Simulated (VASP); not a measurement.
# MgBe3 (P6_3/mmc) in VASP: single point with PBEsol

Aim: the single point of MgBe3 with PBEsol.

All numbers are computed with VASP 6.6.1; they aren't measurements. Logs are shortened: lines on timing, memory, paths and dates and some standing lists are left out, and cuts for length are marked.

## (1) The cell of the first run

The structure is hexagonal, space group P6_3/mmc (No. 194). The conventional cell has a = 5.468 Å, b = 5.468 Å, c = 3.628 Å, α = 90.00°, β = 90.00°, γ = 120.00°. Mg (site symmetry -6m2) has 12 Be at 2.63 to 2.75 Å and 8 Mg at 3.63 to 3.64 Å within 3.7 Å. Be (site symmetry mm2) has 6 Be at 2.16 to 2.20 Å and 4 Mg at 2.63 to 2.75 Å within 2.9 Å.

## (2) Single point, PBEsol

Contents of INCAR:

```
SYSTEM = MgBe3
PREC     = Accurate       ! precision mode
ENCUT    = 520            ! plane-wave cutoff, eV
EDIFF    = 1E-6           ! SCF threshold, eV
ISMEAR   = 1              ! smearing method
SIGMA    = 0.1            ! smearing width, eV
LREAL    = .FALSE.        ! projectors in reciprocal space
LASPH    = .TRUE.         ! aspherical terms in the spheres
NELM     = 100            ! most SCF steps
ALGO     = Normal         ! electronic algorithm
ISIF     = 2              ! what is computed and relaxed
LWAVE    = .FALSE.        ! write WAVECAR
LCHARG   = .TRUE.         ! write CHGCAR
GGA      = PS             ! functional
LELF     = .TRUE.         ! ELF
LVHAR    = .TRUE.       
NBANDS   = 18             ! bands
```

Contents of KPOINTS:

```
Automatic mesh
0
G
  6 6 7
  0 0 0
```

Contents of POSCAR:

```
MgBe3
1.0
    5.4676020000      0.0000000000      0.0000000000
   -2.7338010000      4.7350830000      0.0000000000
    0.0000000000      0.0000000000      3.6278910000
Mg Be
2 6
Direct
    0.3333333333      0.6666666667      0.7500000000
    0.6666666667      0.3333333333      0.2500000000
    0.2632940000      0.1316470000      0.7500000000
    0.8683530000      0.7367060000      0.7500000000
    0.8683530000      0.1316470000      0.7500000000
    0.1316470000      0.8683530000      0.2500000000
    0.1316470000      0.2632940000      0.2500000000
    0.7367060000      0.8683530000      0.2500000000
```

Potentials or basis: VASP PAW PBE potentials, release 64 (Mg, Be).

Launch:

```
> cat potpaw_PBE.64/Mg/POTCAR potpaw_PBE.64/Be/POTCAR > POTCAR
> mpirun -np 1 vasp_std > vasp.out
```

OUTCAR:

```text
SYSTEM = MgBe3
   PREC = Accurate
   ENCUT = 520
   EDIFF = 1E-6
   ISMEAR = 1
   LREAL = .FALSE.
   LASPH = .TRUE.
   NELM = 100
   ISIF = 2
   GGA = PS

 ion  position               nearest neighbor table
   1  0.333  0.667  0.750-   6 2.63   6 2.63   8 2.63   8 2.63   7 2.63   7 2.63   4 2.75   4 2.75
                             3 2.75   5 2.75   5 2.75   3 2.75   2 3.64   2 3.64   2 3.64   2 3.64
   2  0.667  0.333  0.250-   5 2.63   5 2.63   3 2.63   3 2.63   4 2.63   4 2.63   7 2.75   7 2.75
                             8 2.75   6 2.75   6 2.75   8 2.75   1 3.64   1 3.64   1 3.64   1 3.64
   3  0.263  0.132  0.750-   5 2.16   4 2.16   7 2.20   7 2.20   6 2.20   6 2.20   2 2.63   2 2.63
                             1 2.75   1 2.75
   4  0.868  0.737  0.750-   3 2.16   5 2.16   6 2.20   8 2.20   6 2.20   8 2.20   2 2.63   2 2.63
                             1 2.75   1 2.75
   5  0.868  0.132  0.750-   3 2.16   4 2.16   7 2.20   7 2.20   8 2.20   8 2.20   2 2.63   2 2.63
                             1 2.75   1 2.75
   6  0.132  0.868  0.250-   8 2.16   7 2.16   4 2.20   4 2.20   3 2.20   3 2.20   1 2.63   1 2.63
                             2 2.75   2 2.75
   7  0.132  0.263  0.250-   6 2.16   8 2.16   3 2.20   5 2.20   3 2.20   5 2.20   1 2.63   1 2.63
                             2 2.75   2 2.75
   8  0.737  0.868  0.250-   6 2.16   7 2.16   4 2.20   4 2.20   5 2.20   5 2.20   1 2.63   1 2.63
                             2 2.75   2 2.75

  LATTYP: Found a hexagonal cell.
 ALAT       =     5.4676020000
 C/A-ratio  =     0.6635250700

  Lattice vectors:

 A1 = (   5.4676020000,   0.0000000000,   0.0000000000)
 A2 = (  -2.7338010000,   4.7350830000,   0.0000000000)
 A3 = (   0.0000000000,   0.0000000000,   3.6278910000)

Analysis of symmetry for initial positions (statically):
=====================================================================
 Subroutine PRICEL returns:
 Original cell was already a primitive cell.

 Routine SETGRP: Setting up the symmetry group for a
 hexagonal supercell.

 Subroutine GETGRP returns: Found 24 space group operations
 (whereof 12 operations were pure point group operations)
 out of a pool of 24 trial point group operations.

The static configuration has the point symmetry D_3d.
 The point group associated with its full space group is D_6h.

Analysis of symmetry for dynamics (positions and initial velocities):
=====================================================================
 Subroutine PRICEL returns:
 Original cell was already a primitive cell.

 Routine SETGRP: Setting up the symmetry group for a
 hexagonal supercell.

 Subroutine GETGRP returns: Found 24 space group operations
 (whereof 12 operations were pure point group operations)
 out of a pool of 24 trial point group operations.

The dynamic configuration has the point symmetry D_3d.
 The point group associated with its full space group is D_6h.

 Subroutine INISYM returns: Found 24 space group operations
 (whereof 12 operations are pure point group operations),
 and found     1 'primitive' translations

----------------------------------------------------------------------------------------

                                     Primitive cell

  volume of cell :      93.9245

  direct lattice vectors                    reciprocal lattice vectors
     5.467602000  0.000000000  0.000000000     0.182895536  0.105594770  0.000000000
    -2.733801000  4.735083000  0.000000000     0.000000000  0.211189540  0.000000000
     0.000000000  0.000000000  3.627891000     0.000000000  0.000000000  0.275642240

  length of vectors
     5.467602000  5.467602667  3.627891000     0.211189566  0.211189540  0.275642240

  position of ions in fractional coordinates (direct lattice)
     0.333333333  0.666666667  0.750000000
     0.666666667  0.333333333  0.250000000
     0.263294000  0.131647000  0.750000000
     0.868353000  0.736706000  0.750000000
     0.868353000  0.131647000  0.750000000
     0.131647000  0.868353000  0.250000000
     0.131647000  0.263294000  0.250000000
     0.736706000  0.868353000  0.250000000

  ion indices of the primitive-cell ions
   primitive index   ion index
                 1           1
                 2           2
                 3           3
                 4           4
                 5           5
                 6           6
                 7           7
                 8           8

----------------------------------------------------------------------------------------

 KPOINTS: Automatic mesh

Automatic generation of k-mesh.
 Grid dimensions read from file:
 generate k-points for:    6    6    7

 Generating k-lattice:

  Cartesian coordinates                     Fractional coordinates (reciprocal lattice)
     0.030482589  0.017599128  0.000000000     0.166666667  0.000000000  0.000000000
     0.000000000  0.035198257  0.000000000     0.000000000  0.166666667  0.000000000
     0.000000000  0.000000000  0.039377463     0.000000000  0.000000000  0.142857143

  Length of vectors
     0.035198261  0.035198257  0.039377463

  Shift w.r.t. Gamma in fractional coordinates (k-lattice)
     0.000000000  0.000000000  0.000000000

 Subroutine IBZKPT returns following result:
 ===========================================

 Found     28 irreducible k-points:

 Following reciprocal coordinates:
            Coordinates               Weight
  0.000000  0.000000  0.000000      1.000000
  0.166667  0.000000  0.000000      6.000000
  0.333333  0.000000  0.000000      6.000000
  0.500000  0.000000  0.000000      3.000000
  0.166667  0.166667  0.000000      6.000000
  0.333333  0.166667  0.000000     12.000000
[... 16 lines left out ...]
  0.166667  0.000000  0.428571     12.000000
  0.333333  0.000000  0.428571     12.000000
 [... further k-points ...]
   k-points           NKPTS =     28   k-points in BZ     NKDIM =     28   number of bands    NBANDS=     18
   number of dos      NEDOS =    301   number of ions     NIONS =      8
   total plane-waves  NPLWV =  49392
   dimension x,y,z NGX =    42 NGY =   42 NGZ =   28
   dimension x,y,z NGXF=    84 NGYF=   84 NGZF=   56
   ions per type =               2   6
   NGX,Y,Z   is equivalent  to a cutoff of  12.77, 12.77, 12.83 a.u.
   NGXF,Y,Z  is equivalent  to a cutoff of  25.54, 25.54, 25.66 a.u.
 SYSTEM =  MgBe3
   PREC   = accura    normal or accurate (medium, high low for compatibility)
   ISTART =      0    job   : 0-new  1-cont  2-samecut
   ICHARG =      2    charge: 1-file 2-atom 10-const
   ISPIN  =      1    spin polarized calculation?
   LNONCOLLINEAR =      F non collinear calculations
   LSORBIT =      F    spin-orbit coupling
   LASPH  =      T    aspherical Exc in radial PAW
   ENCUT  =  520.0 eV  38.22 Ry    6.18 a.u.  10.17 10.17  6.75*2*pi/ulx,y,z
   NELM   =    100;   NELMIN=  2; NELMDL= -5     # of ELM steps
   EDIFF  = 0.1E-05   stopping-criterion for ELM
   LREAL  =      F    real-space projection
   EDIFFG = 0.1E-04   stopping-criterion for IOM
   NSW    =      0    number of steps for IOM
   IBRION =     -1    ionic relax: 0-MD 1-quasi-New 2-CG
   NFREE  =      0    steps in history (QN), initial steepest desc. (CG)
   ISIF   =      2    stress and relaxation
   ISYM   =      2    0-nonsym 1-usesym 2-fastsym
   POTIM  = 0.5000    time-step for ionic-motion
   TEBEG  =    0.0;   TEEND  =   0.0 temperature during run
   PSTRESS=    0.0 pullay stress
   NELECT =      16.0000    total number of electrons
   NUPDOWN=      -1.0000    fix difference up-down
   EMIN   =  10.00;   EMAX   =-10.00  energy-range for DOS
   EFERMI =   0.00;   METHOD = LEGACY
   ISMEAR =     1;   SIGMA  =   0.10  broadening in eV -4-tet -1-fermi 0-gaus
   EFERMI_NEDOS =   21; number of points for ismear=-14 and -15
   IALGO  =     38    algorithm
   IMIX   =      4    mixing-type and parameters
     AMIX     =   0.40;   BMIX     =  1.00
     AMIX_MAG =   1.60;   BMIX_MAG =  1.00
  volume/ion in A,a.u.               =      11.74        79.23
  Fermi-wavevector in a.u.,A,eV,Ry     =   0.907518  1.714960 11.205608  0.823589
  Thomas-Fermi vector in A             =   2.031335
   LORBIT       =      0    0 simple, 1 ext, 2 COOP (PROOUT), +10 PAW based schemes
   GGA     = PS    functional components
   LHFCALC =     F    Hartree Fock is set to
   AEXX    =    0.0000 exact exchange contribution
   IVDW    =     0    specifies the selected vdW correction
   LEPSILON=     F    determine dielectric tensor
   LRPA    =     F    only Hartree local field effects (RPA)
 non-spin polarized calculation
 Methfessel and Paxton  Order N= 1 SIGMA  =   0.10
  energy-cutoff  :      520.00
  volume of cell :       93.92
 maximum number of plane-waves:      2564
 NGX is ok and might be reduce to    42
   NGX = 21   NGY = 21   NGZ = 13

 number of electron      16.0000000 magnetization

 Free energy of the ion-electron system (eV)
  ---------------------------------------------------
  ext. energy  EPLUGINS =         0.00000000
  ---------------------------------------------------
  free energy    TOTEN  =       -25.43365334 eV

  energy without entropy =      -25.43306987  energy(sigma->0) =      -25.43345885

 E-fermi :   4.7484     XC(G=0):  -9.6756

 val. band max:        4.7031276485   @ k =   0.1667   0.0000   0.4286
 cond. band min:       4.7976670626   @ k =   0.3333   0.1667   0.2857
 fundamental gap:      0.0945394141
 Fermi energy:         4.7484480768

 k-point     1 :       0.0000    0.0000    0.0000
  band No.  band energies     occupation
      1      -4.9592      2.00000
      2      -0.4516      2.00000
      3       0.4897      2.00000
      4       0.4897      2.00000
      5       1.2632      2.00000
      6       1.2632      2.00000
[... 10 lines left out ...]
     17      11.0902      0.00000
     18      11.1108      0.00000

 k-point     2 :       0.1667    0.0000    0.0000
  band No.  band energies     occupation
      1      -4.8329      2.00000
      2      -1.2288      2.00000
      3       0.0765      2.00000
      4       0.4008      2.00000
      5       1.7508      2.00000
      6       1.9557      2.00000
[... 10 lines left out ...]
     17      11.4143      0.00000
     18      11.5211      0.00000

 k-point     3 :       0.3333    0.0000    0.0000
  band No.  band energies     occupation
      1      -4.4962      2.00000
      2      -2.2286      2.00000
      3      -0.3164      2.00000
      4      -0.0690      2.00000
      5       2.4906      2.00000
      6       3.0963      2.00000
[... 10 lines left out ...]
     17      11.4092      0.00000
     18      11.4110      0.00000

 k-point     4 :       0.5000    0.0000    0.0000
  band No.  band energies     occupation
      1      -4.2304      2.00000
      2      -2.7345      2.00000
      3      -0.4524      2.00000
      4      -0.2450      2.00000
      5       2.6092      2.00000
      6       4.2092      2.00000
[... 375 lines left out ...]
      4       1.5626      2.00000
      5       1.5626      2.00000
      6       1.9851      2.00000
[... 10 lines left out ...]
     17      13.2798      0.00000
     18      13.6657      0.00000

 k-point    23 :       0.1667    0.0000    0.4286
  band No.  band energies     occupation
      1      -3.2205      2.00000
      2      -1.9879      2.00000
      3       0.4199      2.00000
      4       1.3372      2.00000
      5       1.5005      2.00000
      6       2.0328      2.00000
[... 10 lines left out ...]
     17      12.2125      0.00000
     18      12.6913      0.00000

 k-point    24 :       0.3333    0.0000    0.4286
  band No.  band energies     occupation
      1      -2.9194      2.00000
      2      -1.7126      2.00000
      3      -0.5263      2.00000
      4       0.7161      2.00000
      5       1.0649      2.00000
      6       1.7488      2.00000
[... 10 lines left out ...]
     17      10.6287      0.00000
     18      11.1989      0.00000

 [... further k-points ...]
[... 5 lines left out ...]
  --------------------------------------------------------------------------------------
  -------------------------------------------------------------------------------------
  Total       -0.5246579     -0.5246581     -0.1624975     -0.0000000      0.0000000      0.0000000
  in kB       -8.9496918     -8.9496947     -2.7719064     -0.0000000      0.0000000      0.0000000
  external PRESSURE =      -6.8904310 kB  Pullay stress =       0.0000000 kB

 VOLUME and BASIS-vectors are now :
 -----------------------------------------------------------------------------
  energy-cutoff  :      520.00
  volume of cell :       93.92
      direct lattice vectors                 reciprocal lattice vectors
     5.467602000  0.000000000  0.000000000     0.182895536  0.105594770  0.000000000
    -2.733801000  4.735083000  0.000000000     0.000000000  0.211189540  0.000000000
     0.000000000  0.000000000  3.627891000     0.000000000  0.000000000  0.275642240

 POSITION                                       TOTAL-FORCE (eV/Angst)
 -----------------------------------------------------------------------------------
     -0.00000      3.15672      2.72092         0.000000     -0.000000      0.000000
      2.73380      1.57836      0.90697         0.000000     -0.000000      0.000000
      1.07969      0.62336      2.72092         0.051316      0.029627     -0.000000
      2.73380      3.48836      2.72092         0.000000     -0.059254     -0.000000
      4.38791      0.62336      2.72092        -0.051316      0.029627      0.000000
     -1.65411      4.11172      0.90697         0.051316     -0.029627      0.000000
      0.00000      1.24672      0.90697        -0.000000      0.059254     -0.000000
      1.65411      4.11172      0.90697        -0.051316     -0.029627      0.000000
 -----------------------------------------------------------------------------------
    total drift:                                0.000000     -0.000000     -0.000000

  FREE ENERGIE OF THE ION-ELECTRON SYSTEM (eV)
  ---------------------------------------------------
  free  energy   TOTEN  =       -25.4336533367 eV

  energy  without entropy=      -25.4330698663  energy(sigma->0) =      -25.43345885
```

It took 79 s on 1 thread of Intel Xeon 8259CL, shared host; peak memory 0.23 GiB.

Results:

| Item | Value |
| --- | --- |
| Free energy | -25.4337 eV |
| Pressure | -0.7 GPa |
| Largest force | 0.059 eV/Å |
| Band gap on the k mesh | zero (bands 8 and 9 overlap by 2.60 eV) |

Forces on the atoms (eV/Å):
```
Mg   0.000  0.000  0.000
Mg   0.000  0.000  0.000
Be   0.051  0.030  0.000
Be   0.000 -0.059  0.000
Be  -0.051  0.030  0.000
Be   0.051 -0.030  0.000
Be   0.000  0.059  0.000
Be  -0.051 -0.030  0.000
```

Levels at points of the mesh, in eV from the Fermi level:
```
           k point  band 4  band 5  band 6  band 7  band 8  band 9  band 10  band 11  band 12  band 13
(0.00, 0.00, 0.00)   -4.26   -3.49   -3.49   -2.54   -1.78    2.00     2.29     2.29     5.23     5.23
(0.50, 0.00, 0.00)   -4.99   -2.14   -0.54   -0.47    0.60    0.73     0.85     1.70     1.91     2.28
```

Caveat: the PAW data sets were made with another functional, which shifts forces and pressure a little.
